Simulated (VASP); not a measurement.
# Si (Fd-3m) in VASP: G0W0 quasiparticle levels with HSE06

Aim: the G0W0 quasiparticle levels of Si with HSE06.

All numbers are computed with VASP 6.6.1; they aren't measurements. Logs are shortened: lines on timing, memory, paths and dates and some standing lists are left out, and cuts for length are marked.

### 1 The cell of the first run

Symmetry: Fd-3m, No. 227, cubic system. Conventional cell: a = 5.444 Å, b = 5.444 Å, c = 5.444 Å, α = 90.00°, β = 90.00°, γ = 90.00°. Si (site symmetry -43m) has 4 Si at 2.36 Å within 3.1 Å.

### 2 G0W0 quasiparticle levels, HSE06

POSCAR

```
Si
1.0
    0.0000000000      2.7221197381      2.7221197381
    2.7221197381      0.0000000000      2.7221197381
    2.7221197381      2.7221197381      0.0000000000
Si
2
Direct
    0.2500000000      0.2500000000      0.2500000000
    0.0000000000      0.0000000000      0.0000000000
```

INCAR.step1

```
SYSTEM = Si
PREC = Accurate
ENCUT = 500
EDIFF = 1E-5
ISMEAR = 0
SIGMA = 0.02
LREAL = .False.
LASPH = .True.
NELM = 80
ALGO = Normal
ISIF = 2
LWAVE = .True.
LCHARG = .False.
GGA = PE
```

INCAR.step2

```
SYSTEM = Si
PREC = Accurate
ENCUT = 500
EDIFF = 1E-8
ISMEAR = 0
SIGMA = 0.01
LREAL = .False.
LASPH = .True.
NELM = 80
ALGO = Normal
LWAVE = .True.
LCHARG = .False.
GGA = PE
LHFCALC = .True.
HFSCREEN = 0.2
PRECFOCK = Fast
ISTART = 1
```

INCAR.step3

```
SYSTEM = Si
PREC = Accurate
ENCUT = 500
EDIFF = 1E-8
ISMEAR = 0
SIGMA = 0.01
LREAL = .False.
LASPH = .True.
NELM = 1
ALGO = Exact
LWAVE = .True.
LCHARG = .False.
GGA = PE
LHFCALC = .True.
HFSCREEN = 0.2
PRECFOCK = Fast
ISTART = 1
NBANDS = 34
LOPTICS = .True.
```

INCAR.step4

```
SYSTEM = Si
PREC = Accurate
ENCUT = 500
EDIFF = 1E-8
ISMEAR = 0
SIGMA = 0.01
LREAL = .False.
LASPH = .True.
ALGO = EVGW0
LWAVE = .False.
LCHARG = .False.
GGA = PE
LHFCALC = .True.
HFSCREEN = 0.2
PRECFOCK = Fast
ISTART = 1
NELMGW = 1
NBANDS = 34
ENCUTGW = 60.0
NOMEGA = 48
NBANDSGW = 12
```

KPOINTS

```
regular mesh
0
Gamma
  4 4 4
  0 0 0
```

Potentials or basis: VASP PAW PBE potentials, release 64 (Si_GW).

Launch:

```sh
$ cat potpaw_PBE.64/Si_GW/POTCAR > POTCAR
$ cp INCAR.step1 INCAR
$ mpirun -np 1 vasp_std > vasp.out
$ cp INCAR.step2 INCAR
$ mpirun -np 1 vasp_std > vasp.out
$ cp INCAR.step3 INCAR
$ mpirun -np 1 vasp_std > vasp.out
$ cp INCAR.step4 INCAR
$ mpirun -np 1 vasp_std > vasp.out
```

OUTCAR:

```text
SYSTEM = Si
   PREC = Accurate
   ENCUT = 500
   EDIFF = 1E-8
   ISMEAR = 0
   LREAL = .False.
   LASPH = .True.
   GGA = PE
   LHFCALC = .True.
   HFSCREEN = 0.2
   PRECFOCK = Fast
   ISTART = 1
   NELMGW = 1
   ENCUTGW = 60.0

 ion  position               nearest neighbor table
   1  0.250  0.250  0.250-   2 2.36   2 2.36   2 2.36   2 2.36
   2  0.000  0.000  0.000-   1 2.36   1 2.36   1 2.36   1 2.36

  LATTYP: Found a face centered cubic cell.
 ALAT       =     5.4442394762

  Lattice vectors:

 A1 = (   0.0000000000,   2.7221197381,   2.7221197381)
 A2 = (   2.7221197381,   0.0000000000,   2.7221197381)
 A3 = (   2.7221197381,   2.7221197381,   0.0000000000)

Analysis of symmetry for initial positions (statically):
=====================================================================
 Subroutine PRICEL returns:
 Original cell was already a primitive cell.

 Routine SETGRP: Setting up the symmetry group for a
 face centered cubic supercell.

 Subroutine GETGRP returns: Found 48 space group operations
 (whereof 24 operations were pure point group operations)
 out of a pool of 48 trial point group operations.

The static configuration has the point symmetry T_d .
 The point group associated with its full space group is O_h .

Analysis of symmetry for dynamics (positions and initial velocities):
=====================================================================
 Subroutine PRICEL returns:
 Original cell was already a primitive cell.

 Routine SETGRP: Setting up the symmetry group for a
 face centered cubic supercell.

 Subroutine GETGRP returns: Found 48 space group operations
 (whereof 24 operations were pure point group operations)
 out of a pool of 48 trial point group operations.

The dynamic configuration has the point symmetry T_d .
 The point group associated with its full space group is O_h .

 Subroutine INISYM returns: Found 48 space group operations
 (whereof 24 operations are pure point group operations),
 and found     1 'primitive' translations

----------------------------------------------------------------------------------------

                                     Primitive cell

  volume of cell :      40.3415

  direct lattice vectors                    reciprocal lattice vectors
     0.000000000  2.722119738  2.722119738    -0.183680384  0.183680384  0.183680384
     2.722119738  0.000000000  2.722119738     0.183680384 -0.183680384  0.183680384
     2.722119738  2.722119738  0.000000000     0.183680384  0.183680384 -0.183680384

  length of vectors
     3.849658652  3.849658652  3.849658652     0.318143758  0.318143758  0.318143758

  position of ions in fractional coordinates (direct lattice)
     0.250000000  0.250000000  0.250000000
     0.000000000  0.000000000  0.000000000

  ion indices of the primitive-cell ions
   primitive index   ion index
                 1           1
                 2           2

----------------------------------------------------------------------------------------

 KPOINTS: regular mesh

Automatic generation of k-mesh.
 Grid dimensions read from file:
 generate k-points for:    4    4    4

 Generating k-lattice:

  Cartesian coordinates                     Fractional coordinates (reciprocal lattice)
    -0.045920096  0.045920096  0.045920096     0.250000000  0.000000000  0.000000000
     0.045920096 -0.045920096  0.045920096     0.000000000  0.250000000  0.000000000
     0.045920096  0.045920096 -0.045920096     0.000000000  0.000000000  0.250000000

  Length of vectors
     0.079535940  0.079535940  0.079535940

  Shift w.r.t. Gamma in fractional coordinates (k-lattice)
     0.000000000  0.000000000  0.000000000

 Subroutine IBZKPT returns following result:
 ===========================================

 Found      8 irreducible k-points:

 Following reciprocal coordinates:
            Coordinates               Weight
  0.000000  0.000000  0.000000      1.000000
  0.250000  0.000000  0.000000      8.000000
  0.500000  0.000000  0.000000      4.000000
  0.250000  0.250000  0.000000      6.000000
  0.500000  0.250000  0.000000     24.000000
 -0.250000  0.250000  0.000000     12.000000
  0.500000  0.500000  0.000000      3.000000
 -0.250000  0.500000  0.250000      6.000000
   k-points           NKPTS =      8   k-points in BZ     NKDIM =     64   number of bands    NBANDS=     34
   number of dos      NEDOS =    301   number of ions     NIONS =      2
   total plane-waves  NPLWV =  21952
   dimension x,y,z NGX =    28 NGY =   28 NGZ =   28
   dimension x,y,z NGXF=    56 NGYF=   56 NGZF=   56
   ions per type =               2
   NGX,Y,Z   is equivalent  to a cutoff of  12.09, 12.09, 12.09 a.u.
   NGXF,Y,Z  is equivalent  to a cutoff of  24.18, 24.18, 24.18 a.u.
 SYSTEM =  Si
   PREC   = accura    normal or accurate (medium, high low for compatibility)
   ISTART =      1    job   : 0-new  1-cont  2-samecut
   ICHARG =      0    charge: 1-file 2-atom 10-const
   ISPIN  =      1    spin polarized calculation?
   LNONCOLLINEAR =      F non collinear calculations
   LSORBIT =      F    spin-orbit coupling
   LASPH  =      T    aspherical Exc in radial PAW
   ENCUT  =  500.0 eV  36.75 Ry    6.06 a.u.   7.02  7.02  7.02*2*pi/ulx,y,z
   NELM   =     60;   NELMIN=  2; NELMDL=  0     # of ELM steps
   EDIFF  = 0.1E-07   stopping-criterion for ELM
   LREAL  =      F    real-space projection
   EDIFFG = 0.1E-06   stopping-criterion for IOM
   NSW    =      0    number of steps for IOM
   IBRION =     -1    ionic relax: 0-MD 1-quasi-New 2-CG
   NFREE  =      0    steps in history (QN), initial steepest desc. (CG)
   ISIF   =      0    stress and relaxation
   ISYM   =      3    0-nonsym 1-usesym 2-fastsym
   POTIM  = 0.5000    time-step for ionic-motion
   TEBEG  =    0.0;   TEEND  =   0.0 temperature during run
   PSTRESS=    0.0 pullay stress
   NELECT =       8.0000    total number of electrons
   NUPDOWN=      -1.0000    fix difference up-down
   EMIN   =  10.00;   EMAX   =-10.00  energy-range for DOS
   EFERMI =   0.00;   METHOD = LEGACY
   ISMEAR =     0;   SIGMA  =   0.01  broadening in eV -4-tet -1-fermi 0-gaus
   EFERMI_NEDOS =   21; number of points for ismear=-14 and -15
   IALGO  =     38    algorithm
   IMIX   =      1    mixing-type and parameters
     AMIX     =   0.40;   BMIX     =  1.00
     AMIX_MAG =   1.60;   BMIX_MAG =  1.00
  volume/ion in A,a.u.               =      20.17       136.12
  Fermi-wavevector in a.u.,A,eV,Ry     =   0.954672  1.804069 12.400336  0.911399
  Thomas-Fermi vector in A             =   2.083440
   LORBIT       =      0    0 simple, 1 ext, 2 COOP (PROOUT), +10 PAW based schemes
   GGA     = PE    functional components
   LHFCALC =     T    Hartree Fock is set to
   PRECFOCK=fast      Normal, Fast or Accurate (Low or Medium for compatibility)
   ENCUT4O =  -1.0   cutoff for four orbital integrals eV
   NKREDX  =     1    reduce k-point grid by
   NKREDY  =     1    reduce k-point grid by
   NKREDZ  =     1    reduce k-point grid by
   AEXX    =    1.0000 exact exchange contribution
   HFSCREEN=    0.0000 screening length (either q_TF or 0.3 A-1)
   HFSCREENC=   0.2000 screening length for correlation (either q_TF or 0.3 A-1)
   ENCUTFOCK=  -1.0 apply spherical cutoff to Coloumb kernel
   IVDW    =     0    specifies the selected vdW correction
   LEPSILON=     F    determine dielectric tensor
   LRPA    =     F    only Hartree local field effects (RPA)
   LRPAFORCE           =     F    calculate RPA forces
   ENCUTGW             =  60.0    cutoff for response function in eV
   ENCUTGWSOFT         =  48.0    soft cutoff for Coulomb kernel in GW response function in eV
   ENCUTLF             =  -1.0    cutoff for local field effects
   NELMGW              =     1    number of iterations in solving QP/BSE equation
   NELMHF              =     1    number of iterations in the inner HF iteration
   NKREDLFX            =     1    NKREDLFY  =   1   NKREDLFZ  =   1
 non-spin polarized calculation
 Gauss-broadening in eV      SIGMA  =   0.01
  energy-cutoff  :      500.00
  volume of cell :       40.34
 maximum number of plane-waves:      1036
  NGX = 16; NGY = 16; NGZ = 16
 maximum number of plane-waves:        51
 NGX is ok and might be reduce to    10

 QP shifts <psi_nk| G(iteration)W_0 |psi_nk>: iteration 1
 for sc-GW calculations column KS-energies equals QP-energies in previous step
 and V_xc(KS)=  KS-energies - (<T + V_ion + V_H > + <T+V_H+V_ion>^1  + <V_x>^1)

 k-point   1 :       0.0000    0.0000    0.0000
  band No.  KS-energies  QP-energies   sigma(KS)   V_xc(KS)     V^pw_x(r,r')   Z            occupation Imag(sigma)

      1      -8.1693      -7.2851     -10.8461     -12.1177     -17.4563       0.6954       2.0000       1.2034
      2       5.0390       5.3009     -11.4501     -11.7837     -13.1329       0.7852       2.0000       0.0591
      3       5.0390       5.3009     -11.4501     -11.7837     -13.1329       0.7852       2.0000       0.0591
      4       5.0390       5.3009     -11.4501     -11.7837     -13.1329       0.7852       2.0000       0.0591
      5       8.3972       8.6868      -9.2362      -9.6085      -5.4771       0.7778       0.0000      -0.0872
      6       8.3972       8.6868      -9.2362      -9.6085      -5.4771       0.7778       0.0000      -0.0872
      7       8.3972       8.6868      -9.2362      -9.6085      -5.4771       0.7778       0.0000      -0.0872
      8       9.3142       9.6847      -9.8799     -10.3581      -5.7128       0.7748       0.0000      -0.1078
      9      13.8427      13.9394      -8.4334      -8.5583      -3.6410       0.7747       0.0000      -0.2416
     10      13.8427      13.9394      -8.4334      -8.5583      -3.6410       0.7747       0.0000      -0.2416
     11      13.8427      13.9394      -8.4334      -8.5583      -3.6410       0.7747       0.0000      -0.2416
     12      17.3630      17.0756      -7.8711      -7.4938      -2.1881       0.7620       0.0000      -0.5619

 k-point   2 :       0.2500    0.0000    0.0000
  band No.  KS-energies  QP-energies   sigma(KS)   V_xc(KS)     V^pw_x(r,r')   Z            occupation Imag(sigma)

      1      -7.2887      -6.4564     -10.9132     -12.1115     -17.1988       0.6946       2.0000       1.0786
      2       0.7847       1.1245     -10.9793     -11.4328     -13.8388       0.7494       2.0000       0.1444
      3       4.2332       4.4886     -11.2863     -11.6126     -13.1051       0.7831       2.0000       0.0635
      4       4.2332       4.4886     -11.2863     -11.6126     -13.1051       0.7831       2.0000       0.0635
      5       7.8268       8.1113      -9.2876      -9.6506      -5.5750       0.7839       0.0000      -0.0814
      6       9.3955       9.6614      -9.2219      -9.5647      -5.2328       0.7758       0.0000      -0.1069
      7       9.3955       9.6614      -9.2219      -9.5647      -5.2328       0.7758       0.0000      -0.1069
      8      12.9983      13.1694      -9.5169      -9.7414      -4.6935       0.7621       0.0000      -0.2230
      9      13.2592      13.4059      -8.6948      -8.8849      -3.9606       0.7713       0.0000      -0.2330
     10      13.2592      13.4059      -8.6948      -8.8849      -3.9606       0.7713       0.0000      -0.2330
     11      14.9642      14.7303      -7.5405      -7.2401      -2.3707       0.7785       0.0000      -0.3511
     12      17.9611      17.8230      -8.1278      -7.9484      -2.6165       0.7696       0.0000      -0.5289
[... 68 lines left out ...]
      1      -3.5803      -2.9161     -11.1323     -12.0563     -16.0080       0.7189       2.0000       0.5441
      2      -3.5803      -2.9161     -11.1323     -12.0563     -16.0080       0.7189       2.0000       0.5441
      3       1.9282       2.1894     -10.9631     -11.3056     -13.4792       0.7624       2.0000       0.1034
      4       1.9282       2.1894     -10.9631     -11.3056     -13.4792       0.7624       2.0000       0.1034
      5       6.3903       6.5550      -8.4211      -8.6283      -4.9222       0.7951       0.0000      -0.0725
      6       6.3903       6.5550      -8.4211      -8.6283      -4.9222       0.7951       0.0000      -0.0725
      7      16.4861      16.5201      -9.6190      -9.6650      -3.6530       0.7393       0.0000      -0.5208
      8      16.4861      16.5201      -9.6190      -9.6650      -3.6530       0.7393       0.0000      -0.5208
      9      17.2626      17.4070      -9.3563      -9.5448      -3.9830       0.7658       0.0000      -0.5162
     10      17.2626      17.4070      -9.3563      -9.5448      -3.9830       0.7658       0.0000      -0.5162
     11      18.8619      18.9706      -8.9704      -9.1123      -3.2832       0.7659       0.0000      -0.6819
     12      18.8619      18.9706      -8.9704      -9.1123      -3.2832       0.7659       0.0000      -0.6819

 k-point   8 :      -0.2500    0.5000    0.2500
  band No.  KS-energies  QP-energies   sigma(KS)   V_xc(KS)     V^pw_x(r,r')   Z            occupation Imag(sigma)

      1      -3.4018      -2.7343     -11.2324     -12.1591     -16.0657       0.7202       2.0000       0.5224
      2      -3.4018      -2.7343     -11.2324     -12.1591     -16.0657       0.7202       2.0000       0.5224
      3       0.8981       1.1410     -10.4230     -10.7440     -12.9973       0.7565       2.0000       0.1270
      4       0.8981       1.1410     -10.4230     -10.7440     -12.9973       0.7565       2.0000       0.1270
      5      10.1181      10.2608      -8.8367      -9.0195      -4.7877       0.7802       0.0000      -0.1215
      6      10.1181      10.2608      -8.8367      -9.0195      -4.7877       0.7802       0.0000      -0.1215
      7      11.0159      11.2130      -9.1543      -9.4110      -4.6094       0.7676       0.0000      -0.1624
      8      11.0159      11.2130      -9.1543      -9.4110      -4.6094       0.7676       0.0000      -0.1624
      9      16.9175      17.0138      -9.5388      -9.6672      -3.8556       0.7498       0.0000      -0.5195
     10      16.9175      17.0138      -9.5388      -9.6672      -3.8556       0.7498       0.0000      -0.5195
     11      19.4047      19.4901      -9.2477      -9.3599      -3.3699       0.7612       0.0000      -0.7103
     12      19.4047      19.4901      -9.2477      -9.3599      -3.3699       0.7612       0.0000      -0.7103
```

It took 20 min on 1 thread of Intel Xeon 8259CL, shared host; peak memory 0.59 GiB.

What came out:

```
Quasiparticle gap                                   : 1.25 eV
Least direct quasiparticle gap                      : 3.39 eV
Band gap of the starting levels on the mesh         : 1.35 eV
Least direct gap of the starting levels on the mesh : 3.36 eV
```

Caveat: the k points lie up to 0.50 Å⁻¹ apart; bands, screening cutoff and mesh are small and nothing is extrapolated, so the quasiparticle values aren't converged.
